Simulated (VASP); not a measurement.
# Si3N4 (I-43d) in VASP: notebook

The runs below take Si3N4 through single point, with PBE.

Everything below comes from runs of VASP 6.6.1. Logs are shortened: lines on timing, memory, paths and dates and some standing lists are left out, and cuts for length are marked.

**1. The cell of the first run**

Symmetry: I-43d, No. 220, cubic system. The conventional cell has a = 6.490 Å, b = 6.490 Å, c = 6.490 Å, α = 90.00°, β = 90.00°, γ = 90.00°. Within 2.3 Å of Si (site symmetry -4) lie 4 N at 1.76 Å. Within 2.3 Å of N (site symmetry 3) lie 3 Si at 1.76 Å.

**2. Single point, PBE**

File INCAR:

```
  PREC = Accurate
  ENCUT = 520
  EDIFF = 1E-7
  ISMEAR = 0
  SIGMA = 0.02
  LREAL = F
  LASPH = T
  NELM = 80
  ALGO = Normal
  ISIF = 2
  LWAVE = F
  LCHARG = T
  GGA = PE
  LELF = T
  LVHAR = T
  NBANDS = 45
```

File KPOINTS:

```
Automatic mesh
0
Gamma
  6 6 6
```

File POSCAR:

```
Si3N4
1.0
   -3.2452046383      3.2452046383      3.2452046383
    3.2452046383     -3.2452046383      3.2452046383
    3.2452046383      3.2452046383     -3.2452046383
Si N
6 8
Direct
    0.2500000000      0.1250000000      0.8750000000
    0.8750000000      0.2500000000      0.1250000000
    0.7500000000      0.3750000000      0.6250000000
    0.6250000000      0.7500000000      0.3750000000
    0.1250000000      0.8750000000      0.2500000000
    0.3750000000      0.6250000000      0.7500000000
    0.5626966952      0.5626966952      0.5626966952
    0.4373033048      0.5000000000      0.0000000000
    0.5000000000      0.0000000000      0.9373033048
    0.0000000000      0.4373033048      0.5000000000
    0.9373033048      0.5000000000      0.0000000000
    0.0626966952      0.0626966952      0.0626966952
    0.0000000000      0.9373033048      0.5000000000
    0.5000000000      0.0000000000      0.4373033048
```

Potentials or basis: VASP PAW PBE potentials, release 64 (Si, N).

Run with:

```console
$ cat potpaw_PBE.64/Si/POTCAR potpaw_PBE.64/N/POTCAR > POTCAR
$ mpirun -np 1 vasp_std > vasp.out
```

OUTCAR:

```text
PREC = Accurate
   ENCUT = 520
   EDIFF = 1E-7
   ISMEAR = 0
   LREAL = F
   LASPH = T
   NELM = 80
   ISIF = 2
   GGA = PE

 ion  position               nearest neighbor table
   1  0.250  0.125  0.875-   8 1.76   9 1.76  13 1.76  12 1.76   6 3.04   2 3.04   4 3.04   2 3.04
                             5 3.04   5 3.04   6 3.04   4 3.04
   2  0.875  0.250  0.125-   9 1.76  10 1.76  12 1.76  11 1.76   6 3.04   1 3.04   3 3.04   5 3.04
                             3 3.04   1 3.04   6 3.04   5 3.04
   3  0.750  0.375  0.625-   7 1.76  11 1.76  14 1.76  10 1.76   5 3.04   2 3.04   4 3.04   6 3.04
                             2 3.04   4 3.04   5 3.04   6 3.04
   4  0.625  0.750  0.375-  13 1.76   8 1.76  14 1.76   7 1.76   6 3.04   1 3.04   3 3.04   3 3.04
                             5 3.04   6 3.04   1 3.04   5 3.04
   5  0.125  0.875  0.250-  11 1.76  14 1.76  13 1.76  12 1.76   4 3.04   3 3.04   1 3.04   1 3.04
                             2 3.04   3 3.04   4 3.04   2 3.04
   6  0.375  0.625  0.750-   9 1.76  10 1.76   7 1.76   8 1.76   4 3.04   2 3.04   4 3.04   1 3.04
                             3 3.04   1 3.04   2 3.04   3 3.04
   7  0.563  0.563  0.563-   3 1.76   4 1.76   6 1.76
   8  0.437  0.500  0.000-   1 1.76   4 1.76   6 1.76
   9  0.500  0.000  0.937-   1 1.76   2 1.76   6 1.76
  10  0.000  0.437  0.500-   2 1.76   6 1.76   3 1.76
  11  0.937  0.500  0.000-   3 1.76   5 1.76   2 1.76
  12  0.063  0.063  0.063-   2 1.76   1 1.76   5 1.76
  13  0.000  0.937  0.500-   4 1.76   1 1.76   5 1.76
  14  0.500  0.000  0.437-   3 1.76   4 1.76   5 1.76

  LATTYP: Found a body centered cubic cell.
 ALAT       =     6.4904092766

  Lattice vectors:

 A1 = (  -3.2452046383,   3.2452046383,   3.2452046383)
 A2 = (   3.2452046383,  -3.2452046383,   3.2452046383)
 A3 = (   3.2452046383,   3.2452046383,  -3.2452046383)

Analysis of symmetry for initial positions (statically):
=====================================================================
 Subroutine PRICEL returns:
 Original cell was already a primitive cell.

 Routine SETGRP: Setting up the symmetry group for a
 body centered cubic supercell.

 Subroutine GETGRP returns: Found 24 space group operations
 (whereof  3 operations were pure point group operations)
 out of a pool of 48 trial point group operations.

The static configuration has the point symmetry C_3 .
 The point group associated with its full space group is T_d .

Analysis of symmetry for dynamics (positions and initial velocities):
=====================================================================
 Subroutine PRICEL returns:
 Original cell was already a primitive cell.

 Routine SETGRP: Setting up the symmetry group for a
 body centered cubic supercell.

 Subroutine GETGRP returns: Found 24 space group operations
 (whereof  3 operations were pure point group operations)
 out of a pool of 48 trial point group operations.

The dynamic configuration has the point symmetry C_3 .
 The point group associated with its full space group is T_d .

 Subroutine INISYM returns: Found 24 space group operations
 (whereof  3 operations are pure point group operations),
 and found     1 'primitive' translations

----------------------------------------------------------------------------------------

                                     Primitive cell

  volume of cell :     136.7056

  direct lattice vectors                    reciprocal lattice vectors
    -3.245204638  3.245204638  3.245204638     0.000000000  0.154073489  0.154073489
     3.245204638 -3.245204638  3.245204638     0.154073489  0.000000000  0.154073489
     3.245204638  3.245204638 -3.245204638     0.154073489  0.154073489  0.000000000

  length of vectors
     5.620859314  5.620859314  5.620859314     0.217892817  0.217892817  0.217892817

  position of ions in fractional coordinates (direct lattice)
     0.250000000  0.125000000  0.875000000
     0.875000000  0.250000000  0.125000000
     0.750000000  0.375000000  0.625000000
     0.625000000  0.750000000  0.375000000
     0.125000000  0.875000000  0.250000000
     0.375000000  0.625000000  0.750000000
     0.562696695  0.562696695  0.562696695
     0.437303305  0.500000000  0.000000000
     0.500000000  0.000000000  0.937303305
     0.000000000  0.437303305  0.500000000
     0.937303305  0.500000000  0.000000000
     0.062696695  0.062696695  0.062696695
     0.000000000  0.937303305  0.500000000
     0.500000000  0.000000000  0.437303305

  ion indices of the primitive-cell ions
   primitive index   ion index
                 1           1
                 2           2
                 3           3
                 4           4
                 5           5
                 6           6
                 7           7
                 8           8
                 9           9
                10          10
                11          11
                12          12
                13          13
                14          14

----------------------------------------------------------------------------------------

 KPOINTS: Automatic mesh

Automatic generation of k-mesh.
 Grid dimensions read from file:
 generate k-points for:    6    6    6

 Generating k-lattice:

  Cartesian coordinates                     Fractional coordinates (reciprocal lattice)
     0.000000000  0.025678915  0.025678915     0.166666667  0.000000000  0.000000000
     0.025678915  0.000000000  0.025678915     0.000000000  0.166666667  0.000000000
     0.025678915  0.025678915  0.000000000     0.000000000  0.000000000  0.166666667

  Length of vectors
     0.036315470  0.036315470  0.036315470

  Shift w.r.t. Gamma in fractional coordinates (k-lattice)
     0.000000000  0.000000000  0.000000000

 Subroutine IBZKPT returns following result:
 ===========================================

 Found     16 irreducible k-points:

 Following reciprocal coordinates:
            Coordinates               Weight
  0.000000  0.000000  0.000000      1.000000
  0.166667  0.000000  0.000000     12.000000
  0.333333  0.000000  0.000000     12.000000
  0.500000  0.000000  0.000000      6.000000
  0.166667  0.166667  0.000000     24.000000
  0.333333  0.166667  0.000000     48.000000
[... 8 lines left out ...]
  0.500000  0.500000  0.333333     12.000000
  0.500000  0.500000  0.500000      1.000000
   k-points           NKPTS =     16   k-points in BZ     NKDIM =     16   number of bands    NBANDS=     45
   number of dos      NEDOS =    301   number of ions     NIONS =     14
   total plane-waves  NPLWV =  74088
   dimension x,y,z NGX =    42 NGY =   42 NGZ =   42
   dimension x,y,z NGXF=    84 NGYF=   84 NGZF=   84
   ions per type =               6   8
   NGX,Y,Z   is equivalent  to a cutoff of  12.42, 12.42, 12.42 a.u.
   NGXF,Y,Z  is equivalent  to a cutoff of  24.84, 24.84, 24.84 a.u.
 SYSTEM =  unknown system
   PREC   = accura    normal or accurate (medium, high low for compatibility)
   ISTART =      0    job   : 0-new  1-cont  2-samecut
   ICHARG =      2    charge: 1-file 2-atom 10-const
   ISPIN  =      1    spin polarized calculation?
   LNONCOLLINEAR =      F non collinear calculations
   LSORBIT =      F    spin-orbit coupling
   LASPH  =      T    aspherical Exc in radial PAW
   ENCUT  =  520.0 eV  38.22 Ry    6.18 a.u.  10.45 10.45 10.45*2*pi/ulx,y,z
   NELM   =     80;   NELMIN=  2; NELMDL= -5     # of ELM steps
   EDIFF  = 0.1E-06   stopping-criterion for ELM
   LREAL  =      F    real-space projection
   EDIFFG = 0.1E-05   stopping-criterion for IOM
   NSW    =      0    number of steps for IOM
   IBRION =     -1    ionic relax: 0-MD 1-quasi-New 2-CG
   NFREE  =      0    steps in history (QN), initial steepest desc. (CG)
   ISIF   =      2    stress and relaxation
   ISYM   =      2    0-nonsym 1-usesym 2-fastsym
   POTIM  = 0.5000    time-step for ionic-motion
   TEBEG  =    0.0;   TEEND  =   0.0 temperature during run
   PSTRESS=    0.0 pullay stress
   NELECT =      64.0000    total number of electrons
   NUPDOWN=      -1.0000    fix difference up-down
   EMIN   =  10.00;   EMAX   =-10.00  energy-range for DOS
   EFERMI =   0.00;   METHOD = LEGACY
   ISMEAR =     0;   SIGMA  =   0.02  broadening in eV -4-tet -1-fermi 0-gaus
   EFERMI_NEDOS =   21; number of points for ismear=-14 and -15
   IALGO  =     38    algorithm
   IMIX   =      4    mixing-type and parameters
     AMIX     =   0.40;   BMIX     =  1.00
     AMIX_MAG =   1.60;   BMIX_MAG =  1.00
  volume/ion in A,a.u.               =       9.76        65.90
  Fermi-wavevector in a.u.,A,eV,Ry     =   1.271177  2.402176 21.985536  1.615891
  Thomas-Fermi vector in A             =   2.404124
   LORBIT       =      0    0 simple, 1 ext, 2 COOP (PROOUT), +10 PAW based schemes
   GGA     = PE    functional components
   LHFCALC =     F    Hartree Fock is set to
   AEXX    =    0.0000 exact exchange contribution
   IVDW    =     0    specifies the selected vdW correction
   LEPSILON=     F    determine dielectric tensor
   LRPA    =     F    only Hartree local field effects (RPA)
 non-spin polarized calculation
 Gauss-broadening in eV      SIGMA  =   0.02
  energy-cutoff  :      520.00
  volume of cell :      136.71
 maximum number of plane-waves:      3707
 NGX is ok and might be reduce to    42
   NGX = 21   NGY = 21   NGZ = 21

 number of electron      63.9999999 magnetization

 Free energy of the ion-electron system (eV)
  ---------------------------------------------------
  ext. energy  EPLUGINS =         0.00000000
  ---------------------------------------------------
  free energy    TOTEN  =      -113.15155059 eV

  energy without entropy =     -113.15155059  energy(sigma->0) =     -113.15155059

 E-fermi :   7.7276     XC(G=0): -11.3445

 val. band max:        7.6220005241   @ k =   0.3333   0.3333   0.0000
 cond. band min:      11.6613473687   @ k =  -0.1667   0.1667   0.1667
 fundamental gap:      4.0393468446
 Fermi energy:         7.7276027321

 k-point     1 :       0.0000    0.0000    0.0000
  band No.  band energies     occupation
      1     -10.5036      2.00000
      2      -7.6582      2.00000
      3      -7.6582      2.00000
      4      -7.6582      2.00000
      5      -7.1438      2.00000
      6      -7.1438      2.00000
[... 36 lines left out ...]
     43      15.3276      0.00000
     44      15.3276      0.00000

 k-point     2 :       0.1667    0.0000    0.0000
  band No.  band energies     occupation
      1     -10.3687      2.00000
      2      -7.9057      2.00000
      3      -7.7396      2.00000
      4      -7.7230      2.00000
      5      -7.2138      2.00000
      6      -7.1515      2.00000
[... 36 lines left out ...]
     43      15.4594      0.00000
     44      15.4843      0.00000

 k-point     3 :       0.3333    0.0000    0.0000
  band No.  band energies     occupation
      1      -9.9739      2.00000
      2      -8.5953      2.00000
      3      -7.8558      2.00000
      4      -7.8391      2.00000
      5      -7.2396      2.00000
      6      -7.1850      2.00000
[... 600 lines left out ...]
     43      16.3213      0.00000
     44      16.3213      0.00000

 k-point    16 :       0.5000    0.5000    0.5000
  band No.  band energies     occupation
      1      -8.3332      2.00000
      2      -8.3332      2.00000
      3      -8.3332      2.00000
      4      -8.3332      2.00000
      5      -8.3332      2.00000
      6      -8.3332      2.00000
[... 36 lines left out ...]
     43      16.0917      0.00000
     44      16.0917      0.00000
 [bands above 44 left out]

------------------------ aborting loop because EDIFF is reached ----------------------------------------

  FORCE on cell =-STRESS in cart. coord.  units (eV):
  Direction    XX          YY          ZZ          XY          YZ          ZX
  --------------------------------------------------------------------------------------
  -------------------------------------------------------------------------------------
  Total       -0.2455889     -0.2455889     -0.2455889      0.0000000     -0.0000000      0.0000000
  in kB       -2.8782800     -2.8782800     -2.8782800      0.0000000     -0.0000000      0.0000000
  external PRESSURE =      -2.8782800 kB  Pullay stress =       0.0000000 kB

 VOLUME and BASIS-vectors are now :
 -----------------------------------------------------------------------------
  energy-cutoff  :      520.00
  volume of cell :      136.71
      direct lattice vectors                 reciprocal lattice vectors
    -3.245204638  3.245204638  3.245204638     0.000000000  0.154073489  0.154073489
     3.245204638 -3.245204638  3.245204638     0.154073489  0.000000000  0.154073489
     3.245204638  3.245204638 -3.245204638     0.154073489  0.154073489  0.000000000

 POSITION                                       TOTAL-FORCE (eV/Angst)
 -----------------------------------------------------------------------------------
      2.43390      3.24520     -1.62260         0.000000     -0.000000     -0.000000
     -1.62260      2.43390      3.24520         0.000000     -0.000000     -0.000000
      0.81130      3.24520      1.62260         0.000000     -0.000000     -0.000000
      1.62260      0.81130      3.24520         0.000000     -0.000000     -0.000000
      3.24520     -1.62260      2.43390         0.000000     -0.000000     -0.000000
      3.24520      1.62260      0.81130         0.000000     -0.000000     -0.000000
      1.82607      1.82607      1.82607         0.002918      0.002918      0.002918
      0.20346     -0.20346      3.04174         0.002918     -0.002918     -0.002918
      1.41914      4.66434     -1.41914        -0.002918     -0.002918      0.002918
      3.04174      0.20346     -0.20346        -0.002918      0.002918     -0.002918
     -1.41914      1.41914      4.66434         0.002918     -0.002918     -0.002918
      0.20346      0.20346      0.20346         0.002918      0.002918      0.002918
      4.66434     -1.41914      1.41914        -0.002918      0.002918     -0.002918
     -0.20346      3.04174      0.20346        -0.002918     -0.002918      0.002918
 -----------------------------------------------------------------------------------
    total drift:                                0.000001      0.000001      0.000001

  FREE ENERGIE OF THE ION-ELECTRON SYSTEM (eV)
  ---------------------------------------------------
  free  energy   TOTEN  =      -113.1515505948 eV

  energy  without entropy=     -113.1515505948  energy(sigma->0) =     -113.15155059
```

Run time: 62 s. Hardware: 1 thread of Intel Xeon 6975P-C (Granite Rapids), shared host; peak memory 0.28 GiB.

What came out:

```yaml
Free_energy: -113.1516 eV
Pressure: -0.3 GPa
Largest_force: 0.005 eV/Å
Band_gap_on_the_k_mesh: 4.04 eV (least direct gap 4.22 eV)
```

Forces in eV/Å, atoms in the order of the input:
```
Si   0.000  0.000  0.000
Si   0.000  0.000  0.000
Si   0.000  0.000  0.000
Si   0.000  0.000  0.000
Si   0.000  0.000  0.000
Si   0.000  0.000  0.000
N    0.003  0.003  0.003
N    0.003 -0.003 -0.003
N   -0.003 -0.003  0.003
N   -0.003  0.003 -0.003
N    0.003 -0.003 -0.003
N    0.003  0.003  0.003
N   -0.003  0.003 -0.003
N   -0.003 -0.003  0.003
```

A k mesh can miss the band edges. PBE gaps usually lie below the measured ones, often by a third to a half.

**3. Single point, PBE**

File INCAR:

```
SYSTEM = Si3N4
ALGO = Normal
EDIFF = 1E-7
ENCUT = 520
GGA = PE
ISIF = 2
ISMEAR = 0
LASPH = .True.
LCHARG = .False.
LREAL = .False.
LWAVE = .False.
NBANDS = 45
NELM = 60
PREC = Accurate
SIGMA = 0.02
```

File KPOINTS:

```
k-points
0
Gamma
  6 6 6
  0 0 0
```

POSCAR is that of step 2.

Potentials or basis: VASP PAW PBE potentials, release 64 (Si, N).

Run with:

```console
$ cat potpaw_PBE.64/Si/POTCAR potpaw_PBE.64/N/POTCAR > POTCAR
$ mpirun -np 1 vasp_std > vasp.out
```

Wall time 62 s (1 thread of Intel Xeon 6975P-C (Granite Rapids), shared host); peak memory 0.28 GiB.

The run converged. Its results:

| Item | Value |
| --- | --- |
| Free energy | -113.1516 eV |
| Pressure | -0.3 GPa |
| Largest force | 0.005 eV/Å |
| Band gap on the k mesh | 4.04 eV (least direct gap 4.22 eV) |

Forces in eV/Å, atoms in the order of the input:
```
Si   0.000  0.000  0.000
Si   0.000  0.000  0.000
Si   0.000  0.000  0.000
Si   0.000  0.000  0.000
Si   0.000  0.000  0.000
Si   0.000  0.000  0.000
N    0.003  0.003  0.003
N    0.003 -0.003 -0.003
N   -0.003 -0.003  0.003
N   -0.003  0.003 -0.003
N    0.003 -0.003 -0.003
N    0.003  0.003  0.003
N   -0.003  0.003 -0.003
N   -0.003 -0.003  0.003
```

Levels at points of the mesh, in eV from the valence-band top:
```csv
k point,band 28,band 29,band 30,band 31,band 32,band 33,band 34,band 35,band 36,band 37
"(0.00, 0.00, 0.00)",-1.92,-0.16,-0.16,-0.16,-0.06,4.60,4.61,4.61,4.62,4.62
"(0.50, 0.00, 0.00)",-1.97,-1.27,-1.27,-0.02,-0.02,4.95,4.95,5.88,5.88,6.28
"(0.50, 0.50, 0.50)",-1.89,-1.89,-1.89,-1.19,-1.19,5.38,5.38,5.38,5.38,5.38
```

(Part 1 of 2 ends here.)
